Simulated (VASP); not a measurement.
# ZnS (F-43m) in VASP: further runs

ZnS is run at these levels: RPBE+D4, revPBE+D4, PBE, r2SCAN+D4; tasks: relaxation of cell and atoms, single point.

All numbers are computed with VASP 6.6.1; they aren't measurements. Logs are shortened: lines on timing, memory, paths and dates and some standing lists are left out, and cuts for length are marked.

**Measured values to compare with.**

“Electronic, vibrational, and thermodynamic properties of ZnS (zincblende and rocksalt structure)”, 2009, arxiv:0911.5022 quotes, for a bulk crystal of ZnS at 19 K: band gap 3.85 eV (direct).

How close the calculation comes is told below.

**1. The cell of the first run**

Symmetry: F-43m, No. 216, cubic system. Conventional cell: a = 5.404 Å, b = 5.404 Å, c = 5.404 Å, α = 90.00°, β = 90.00°, γ = 90.00°. Within 3.1 Å of Zn (site symmetry -43m) lie 4 S at 2.34 Å. Within 3.1 Å of S (site symmetry -43m) lie 4 Zn at 2.34 Å.

**2. Relaxation of cell and atoms, RPBE+D4**

File INCAR:

```
PREC     = Accurate       # precision mode
ENCUT    = 600            # plane-wave cutoff, eV
EDIFF    = 1E-7           # SCF threshold, eV
ISMEAR   = -1             # smearing method
SIGMA    = 0.05           # smearing width, eV
LREAL    = False          # projectors in reciprocal space
LASPH    = True           # aspherical terms in the spheres
NELM     = 100            # most SCF steps
ALGO     = Normal         # electronic algorithm
ISIF     = 3              # what is computed and relaxed
LWAVE    = False          # write WAVECAR
LCHARG   = False          # write CHGCAR
GGA      = RP             # functional
IVDW     = 13             # dispersion correction
IBRION   = 2              # ionic algorithm
NSW      = 80             # ionic steps
EDIFFG   = -0.01          # ionic threshold
```

File KPOINTS:

```
Automatic mesh
0
Gamma
  9 9 9
```

File POSCAR:

```
ZnS
1.0
    0.0000000000      2.7020000000      2.7020000000
    2.7020000000      0.0000000000      2.7020000000
    2.7020000000      2.7020000000      0.0000000000
Zn S
1 1
Direct
    0.7500000000      0.7500000000      0.7500000000
    0.0000000000      0.0000000000      0.0000000000
```

Potentials or basis: VASP PAW PBE potentials, release 64 (Zn, S).

The run is started by

```
$ cat potpaw_PBE.64/Zn/POTCAR potpaw_PBE.64/S/POTCAR > POTCAR
$ mpirun -np 1 vasp_std > vasp.out
```

OUTCAR:

```text
PREC = Accurate
   ENCUT = 600
   EDIFF = 1E-7
   ISMEAR = -1
   LREAL = False
   LASPH = True
   NELM = 100
   ISIF = 3
   GGA = RP
   IVDW = 13
   IBRION = 2
   NSW = 80
   EDIFFG = -0.01

 ion  position               nearest neighbor table
   1  0.750  0.750  0.750-   2 2.34   2 2.34   2 2.34   2 2.34
   2  0.000  0.000  0.000-   1 2.34   1 2.34   1 2.34   1 2.34

  LATTYP: Found a face centered cubic cell.
 ALAT       =     5.4040000000

  Lattice vectors:

 A1 = (   0.0000000000,   2.7020000000,   2.7020000000)
 A2 = (   2.7020000000,   0.0000000000,   2.7020000000)
 A3 = (   2.7020000000,   2.7020000000,   0.0000000000)

Analysis of symmetry for initial positions (statically):
=====================================================================
 Subroutine PRICEL returns:
 Original cell was already a primitive cell.

 Routine SETGRP: Setting up the symmetry group for a
 face centered cubic supercell.

 Subroutine GETGRP returns: Found 24 space group operations
 (whereof 24 operations were pure point group operations)
 out of a pool of 48 trial point group operations.

The static configuration has the point symmetry T_d .

Analysis of symmetry for dynamics (positions and initial velocities):
=====================================================================
 Subroutine PRICEL returns:
 Original cell was already a primitive cell.

 Routine SETGRP: Setting up the symmetry group for a
 face centered cubic supercell.

 Subroutine GETGRP returns: Found 24 space group operations
 (whereof 24 operations were pure point group operations)
 out of a pool of 48 trial point group operations.

The dynamic configuration has the point symmetry T_d .

 Subroutine INISYM returns: Found 24 space group operations
 (whereof 24 operations are pure point group operations),
 and found     1 'primitive' translations

----------------------------------------------------------------------------------------

                                     Primitive cell

  volume of cell :      39.4535

  direct lattice vectors                    reciprocal lattice vectors
     0.000000000  2.702000000  2.702000000    -0.185048113  0.185048113  0.185048113
     2.702000000  0.000000000  2.702000000     0.185048113 -0.185048113  0.185048113
     2.702000000  2.702000000  0.000000000     0.185048113  0.185048113 -0.185048113

  length of vectors
     3.821205046  3.821205046  3.821205046     0.320512733  0.320512733  0.320512733

  position of ions in fractional coordinates (direct lattice)
     0.750000000  0.750000000  0.750000000
     0.000000000  0.000000000  0.000000000

  ion indices of the primitive-cell ions
   primitive index   ion index
                 1           1
                 2           2

----------------------------------------------------------------------------------------

 KPOINTS: Automatic mesh

Automatic generation of k-mesh.
 Grid dimensions read from file:
 generate k-points for:    9    9    9

 Generating k-lattice:

  Cartesian coordinates                     Fractional coordinates (reciprocal lattice)
    -0.020560901  0.020560901  0.020560901     0.111111111  0.000000000  0.000000000
     0.020560901 -0.020560901  0.020560901     0.000000000  0.111111111  0.000000000
     0.020560901  0.020560901 -0.020560901     0.000000000  0.000000000  0.111111111

  Length of vectors
     0.035612526  0.035612526  0.035612526

  Shift w.r.t. Gamma in fractional coordinates (k-lattice)
     0.000000000  0.000000000  0.000000000

 Subroutine IBZKPT returns following result:
 ===========================================

 Found     35 irreducible k-points:

 Following reciprocal coordinates:
            Coordinates               Weight
  0.000000  0.000000  0.000000      1.000000
  0.111111  0.000000  0.000000      8.000000
  0.222222  0.000000  0.000000      8.000000
  0.333333  0.000000  0.000000      8.000000
  0.444444  0.000000  0.000000      8.000000
  0.111111  0.111111  0.000000      6.000000
[... 16 lines left out ...]
 -0.333333  0.333333  0.000000     12.000000
  0.444444  0.444444  0.000000      6.000000
 [... further k-points ...]
   k-points           NKPTS =     35   k-points in BZ     NKDIM =     35   number of bands    NBANDS=     13
   number of dos      NEDOS =    301   number of ions     NIONS =      2
   total plane-waves  NPLWV =  32768
   dimension x,y,z NGX =    32 NGY =   32 NGZ =   32
   dimension x,y,z NGXF=    64 NGYF=   64 NGZF=   64
   ions per type =               1   1
   NGX,Y,Z   is equivalent  to a cutoff of  13.92, 13.92, 13.92 a.u.
   NGXF,Y,Z  is equivalent  to a cutoff of  27.84, 27.84, 27.84 a.u.
 SYSTEM =  unknown system
   PREC   = accura    normal or accurate (medium, high low for compatibility)
   ISTART =      0    job   : 0-new  1-cont  2-samecut
   ICHARG =      2    charge: 1-file 2-atom 10-const
   ISPIN  =      1    spin polarized calculation?
   LNONCOLLINEAR =      F non collinear calculations
[... 62 lines left out ...]
  --------------------------------------------------------------------------------------
  -------------------------------------------------------------------------------------
  Total      -0.37535    -0.37535    -0.37535     0.00000     0.00000    -0.00000
  in kB     -15.24258   -15.24258   -15.24258     0.00000     0.00000    -0.00000
  external pressure =      -15.24 kB  Pullay stress =        0.00 kB

 VOLUME and BASIS-vectors are now :
 -----------------------------------------------------------------------------
  energy-cutoff  :      600.00
  volume of cell :       39.45
      direct lattice vectors                 reciprocal lattice vectors
     0.000000000  2.702000000  2.702000000    -0.185048113  0.185048113  0.185048113
     2.702000000  0.000000000  2.702000000     0.185048113 -0.185048113  0.185048113
     2.702000000  2.702000000  0.000000000     0.185048113  0.185048113 -0.185048113
[... 41 lines left out ...]
 POSITION                                       TOTAL-FORCE (eV/Angst)
 -----------------------------------------------------------------------------------
      4.01630      4.01630      4.01630        -0.000000     -0.000000     -0.000000
      2.67754      2.67754      5.35507         0.000000      0.000000      0.000000
 -----------------------------------------------------------------------------------
    total drift:                                0.000001      0.000001      0.000001

  FREE ENERGIE OF THE ION-ELECTRON SYSTEM (eV)
  ---------------------------------------------------
  free  energy   TOTEN  =        -7.3737556612 eV

  energy  without entropy=       -7.3737556612  energy(sigma->0) =       -7.37375566

--------------------------------------- Ionic step        3  -------------------------------------------

 number of electron      17.9999989 magnetization

 Free energy of the ion-electron system (eV)
  ---------------------------------------------------
  ext. energy  EPLUGINS =         0.00000000
  ---------------------------------------------------
  free energy    TOTEN  =        -6.14623838 eV

  energy without entropy =       -6.14623838  energy(sigma->0) =       -6.14623838

 E-fermi :   3.4002     XC(G=0):  -9.5167

 val. band max:        2.4219563837   @ k =   0.0000   0.0000   0.0000
 cond. band min:       4.7973489074   @ k =   0.0000   0.0000   0.0000
 fundamental gap:      2.3753925237
 Fermi energy:         3.4001918958

 k-point     1 :       0.0000    0.0000    0.0000
  band No.  band energies     occupation
      1     -10.8550      2.00000
      2      -3.9598      2.00000
      3      -3.9598      2.00000
      4      -3.9598      2.00000
      5      -3.4303      2.00000
      6      -3.4303      2.00000
      7       2.4220      2.00000
      8       2.4220      2.00000
      9       2.4220      2.00000
     10       4.7973      0.00000
     11       8.8548      0.00000
     12       8.8548      0.00000
     13       8.8548      0.00000

 k-point     2 :       0.1111    0.0000    0.0000
  band No.  band energies     occupation
      1     -10.7596      2.00000
      2      -3.9601      2.00000
      3      -3.9421      2.00000
      4      -3.9421      2.00000
      5      -3.4318      2.00000
      6      -3.4318      2.00000
      7       1.5057      2.00000
      8       2.2997      2.00000
      9       2.2997      2.00000
     10       5.4752      0.00000
     11       8.7945      0.00000
[... 339 lines left out ...]
 k-point    24 :       0.4444    0.4444    0.0000
  band No.  band energies     occupation
      1      -9.6230      2.00000
      2      -4.0048      2.00000
      3      -3.6120      2.00000
      4      -3.6120      2.00000
      5      -3.3523      2.00000
      6      -3.2671      2.00000
      7      -2.0054      2.00000
      8       0.1961      2.00000
      9       0.1961      2.00000
     10       5.9808      0.00000
     11       6.6492      0.00000
     12      13.4648      0.00000
     13      14.1687      0.00000

 [... further k-points ...]

------------------------ aborting loop because EDIFF is reached ----------------------------------------

  DFT-D4 for vdW energy calculation

  Edisp (eV):   -1.22781

  FORCE on cell =-STRESS in cart. coord.  units (eV):
  Direction    XX          YY          ZZ          XY          YZ          ZX
  --------------------------------------------------------------------------------------
  -------------------------------------------------------------------------------------
  Total       0.00252     0.00252     0.00252    -0.00000     0.00000     0.00000
  in kB       0.10450     0.10450     0.10450    -0.00000     0.00000     0.00000
  external pressure =        0.10 kB  Pullay stress =        0.00 kB

 VOLUME and BASIS-vectors are now :
 -----------------------------------------------------------------------------
  energy-cutoff  :      600.00
  volume of cell :       38.61
      direct lattice vectors                 reciprocal lattice vectors
    -0.000000000  2.682641204  2.682641204    -0.186383479  0.186383479  0.186383479
     2.682641204 -0.000000000  2.682641204     0.186383479 -0.186383479  0.186383479
     2.682641204  2.682641204 -0.000000000     0.186383479  0.186383479 -0.186383479

 POSITION                                       TOTAL-FORCE (eV/Angst)
 -----------------------------------------------------------------------------------
      4.02396      4.02396      4.02396        -0.000000     -0.000000      0.000000
      0.00000      0.00000     -0.00000         0.000000      0.000000     -0.000000
 -----------------------------------------------------------------------------------
    total drift:                                0.000001      0.000001      0.000001

  FREE ENERGIE OF THE ION-ELECTRON SYSTEM (eV)
  ---------------------------------------------------
  free  energy   TOTEN  =        -7.3740496392 eV

  energy  without entropy=       -7.3740496391  energy(sigma->0) =       -7.37404964

 reached required accuracy - stopping structural energy minimisation
```

Run time: 32 s. Hardware: 1 thread of Intel Xeon Platinum 8488C (Sapphire Rapids), shared host; peak memory 0.19 GiB.

What came out:

- Free energy: -7.3740 eV
- Relaxed volume: 19.31 Å³/atom
- Relaxed cell: a = 3.794 Å, b = 3.794 Å, c = 3.794 Å, α = 60.00°, β = 60.00°, γ = 60.00°
- Space group after relaxing (to 0.05 Å): F-43m (No. 216)
- Energy gained by relaxing: 2.1 meV/atom
- Ionic steps: 3
- Pressure after relaxing: 0.0 GPa
- Band gap on the k mesh: 2.38 eV, direct
- Dispersion energy per atom: -0.614 eV

The path:
```csv
step,energy change (eV),largest force (eV/Å),pressure (GPa),volume (Å³)
1,0.0000,0.0000,-1.52,39.45
2,-0.0038,0.0000,0.45,38.39
3,-0.0041,0.0000,0.01,38.61
```

Final structure:
```xyz
2
Lattice="0.0000 2.6826 2.6826 2.6826 0.0000 2.6826 2.6826 2.6826 0.0000" Properties=species:S:1:pos:R:3 pbc="T T T"
Zn    4.0240    4.0240    4.0240
S     0.0000    0.0000    0.0000
```

Caveat: the PAW data sets were made with another functional, which shifts forces and pressure a little. RPBE gaps usually lie below the measured ones, often by a third to a half.

**3. Relaxation of cell and atoms, revPBE+D4**

File INCAR:

```
PREC = Accurate
ENCUT = 600
EDIFF = 1E-7
ISMEAR = -1
SIGMA = 0.05
LREAL = F
LASPH = T
NELM = 60
ALGO = Normal
ISIF = 3
LWAVE = F
LCHARG = F
GGA = RE
IVDW = 13
IBRION = 2
NSW = 80
EDIFFG = -0.02
```

File KPOINTS:

```
regular mesh
0
Gamma
  9 9 9
```

POSCAR is that of step 2.

Potentials or basis: VASP PAW PBE potentials, release 64 (Zn, S).

The run is started by

```
$ cat potpaw_PBE.64/Zn/POTCAR potpaw_PBE.64/S/POTCAR > POTCAR
$ mpirun -np 1 vasp_std > vasp.out
```

It took 29 s on 1 thread of Intel Xeon Platinum 8488C (Sapphire Rapids), shared host; peak memory 0.19 GiB.

The run converged. Its results:

- Free energy: -7.3765 eV
- Relaxed volume: 19.26 Å³/atom
- Relaxed cell: a = 3.791 Å, b = 3.791 Å, c = 3.791 Å, α = 60.00°, β = 60.00°, γ = 60.00°
- Space group after relaxing (to 0.05 Å): F-43m (No. 216)
- Energy gained by relaxing: 2.6 meV/atom
- Ionic steps: 3
- Pressure after relaxing: 0.0 GPa
- Band gap on the k mesh: 2.34 eV, direct
- Dispersion energy per atom: -0.570 eV

Step by step:
```tsv
step	energy change (eV)	largest force (eV/Å)	pressure (GPa)	volume (Å³)
1	0.0000	0.0000	-1.74	39.45
2	-0.0048	0.0000	0.57	38.25
3	-0.0052	0.0000	0.01	38.51
```

Final structure:
```xyz
2
Lattice="0.0000 2.6804 2.6804 2.6804 0.0000 2.6804 2.6804 2.6804 0.0000" Properties=species:S:1:pos:R:3 pbc="T T T"
Zn    4.0205    4.0205    4.0205
S     0.0000    0.0000    0.0000
```

Levels at points of the mesh, in eV from the valence-band top:
| k point | band 7 | band 8 | band 9 | band 10 | band 11 | band 12 |
| --- | --- | --- | --- | --- | --- | --- |
| (0.00, 0.00, 0.00) | 0.00 | 0.00 | 0.00 | 2.34 | 6.42 | 6.42 |

Caveat: the PAW data sets were made with another functional, which shifts forces and pressure a little.

**4. Single point, PBE**

File INCAR:

```
SYSTEM = ZnS
ALGO = Normal ; EDIFF = 1E-7
ENCUT = 520 ; GGA = PE
ISIF = 2 ; ISMEAR = -1
LASPH = .True. ; LCHARG = .True.
LELF = .True. ; LREAL = .False.
LVHAR = .True. ; LWAVE = .False.
NBANDS = 16 ; NELM = 60
PREC = Accurate ; SIGMA = 0.05
```

File KPOINTS:

```
k-points
0
Gamma
  6 6 6
  0 0 0
```

POSCAR is that of step 3.

The run is started by

```
$ cat potpaw_PBE.64/Zn/POTCAR potpaw_PBE.64/S/POTCAR > POTCAR
$ mpirun -np 1 vasp_std > vasp.out
```

Wall time 17 s (1 thread of Intel Xeon Platinum 8375C at 2.90GHz (Ice Lake), shared host); peak memory 0.15 GiB.

The run converged. Its results:

```
Free energy            : -6.8442 eV
Pressure               : 1.8 GPa
Band gap on the k mesh : 2.11 eV, direct
```

Levels at points of the mesh, in eV from the valence-band top:
```
           k point  band 6  band 7  band 8  band 9  band 10  band 11  band 12  band 13
(0.00, 0.00, 0.00)   -5.84    0.00    0.00    0.00     2.11     6.39     6.39     6.39
(0.50, 0.00, 0.00)   -5.64   -5.29   -0.87   -0.87     3.31     6.93     6.93     8.88
(0.50, 0.50, 0.00)   -5.63   -4.56   -2.22   -2.22     3.41     4.07    10.98    11.97
```

**5. Single point, r2SCAN+D4**

This run uses another cell than the first one, of 19.34 Å³/atom, 0.980 times its volume.

File POSCAR:

```
ZnS
1.0
    0.0000000000      2.6842788780      2.6842788780
    2.6842788780      0.0000000000      2.6842788780
    2.6842788780      2.6842788780      0.0000000000
Zn S
1 1
Direct
    0.7500000000      0.7500000000      0.7500000000
    0.0000000000      0.0000000000      0.0000000000
```

File INCAR.step1:

```
SYSTEM = ZnS
  ALGO = Normal
  EDIFF = 1E-4
  ENCUT = 520
  GGA = PE
  ISMEAR = -1
  LASPH = .True.
  LCHARG = .False.
  LREAL = .False.
  LWAVE = .True.
  NBANDS = 16
  NELM = 80
  PREC = Accurate
  SIGMA = 0.05
```

File INCAR.step2:

```
SYSTEM = ZnS
  ALGO = Normal
  EDIFF = 1E-6
  ENCUT = 520
  ISIF = 2
  ISMEAR = -1
  ISTART = 1
  IVDW = 13
  LASPH = .True.
  LCHARG = .True.
  LELF = .True.
  LMIXTAU = .True.
  LREAL = .False.
  LVHAR = .True.
  LWAVE = .False.
  METAGGA = R2SCAN
  NBANDS = 16
  NELM = 80
  PREC = Accurate
  SIGMA = 0.05
  VDW_A1 = 0.51559235
  VDW_A2 = 5.77342911
  VDW_S6 = 1.0
  VDW_S8 = 0.6018749
```

File KPOINTS:

```
k-points
0
Gamma
  9 9 9
  0 0 0
```

The run is started by

```
$ cat potpaw_PBE.64/Zn/POTCAR potpaw_PBE.64/S/POTCAR > POTCAR
$ cp INCAR.step1 INCAR
$ mpirun -np 1 vasp_std > vasp.out
$ cp INCAR.step2 INCAR
$ mpirun -np 1 vasp_std > vasp.out
```

Wall time 99 s (1 thread of AMD EPYC 7R43 (Zen 3), shared host); peak memory 0.14 GiB.

It converged, with:

* Free energy: -19.0995 eV
* Pressure: 0.0 GPa
* Band gap on the k mesh: 2.77 eV, direct
* Dispersion energy per atom: -0.117 eV

Levels at points of the mesh, in eV from the valence-band top:
```csv
k point,band 6,band 7,band 8,band 9,band 10,band 11,band 12,band 13
"(0.00, 0.00, 0.00)",-6.01,0.00,0.00,0.00,2.77,6.89,6.89,6.89
```

Caveat: the PAW data sets were made with another functional, which shifts forces and pressure a little.

**6. Summary**

```tsv
task	level	cell	k mesh	cutoff (eV)	gap on the mesh (eV)	pressure (GPa)	relaxed volume (Å³/atom)
relaxation of cell and atoms	RPBE+D4	relaxed from a = 3.821 Å, angles 60.0°, 2 atoms	9 × 9 × 9	600	2.38	0.0	19.31
relaxation of cell and atoms	revPBE+D4	relaxed from a = 3.821 Å, angles 60.0°, 2 atoms	9 × 9 × 9	600	2.34	0.0	19.26
single point	PBE	a = 3.821 Å, angles 60.0°, 2 atoms	6 × 6 × 6	520	2.11	1.8	-
single point	r2SCAN+D4	a = 3.796 Å, angles 60.0°, 2 atoms	9 × 9 × 9	520	2.77	0.0	-
```

Alike in all rows: potentials or basis VASP PAW PBE potentials, release 64 (Zn, S); no spin polarisation; smearing fermi-dirac 0.05 eV.

Caveats: the PAW data sets were made with another functional, which shifts forces and pressure a little (some runs).

Absolute energies hang on the potentials; compare differences alone.

**7. How close it comes**

Step 4. Measured gap of ZnS: 3.85 eV (direct; 19 K; quoted in “Electronic, vibrational, and thermodynamic properties of ZnS (zincblende and rocksalt structure)”, 2009, arxiv:0911.5022). This calculation gives 2.11 eV (-1.74 eV). The value is that of PBE, without temperature or zero-point motion. Semilocal functionals fall short of measured gaps as a rule.

Step 5. Against the measured gap of ZnS, 3.85 eV (direct; 19 K; quoted in “Electronic, vibrational, and thermodynamic properties of ZnS (zincblende and rocksalt structure)”, 2009, arxiv:0911.5022), the calculated 2.77 eV is off by -1.08 eV. The value is that of r2SCAN+D4, without temperature or zero-point motion.
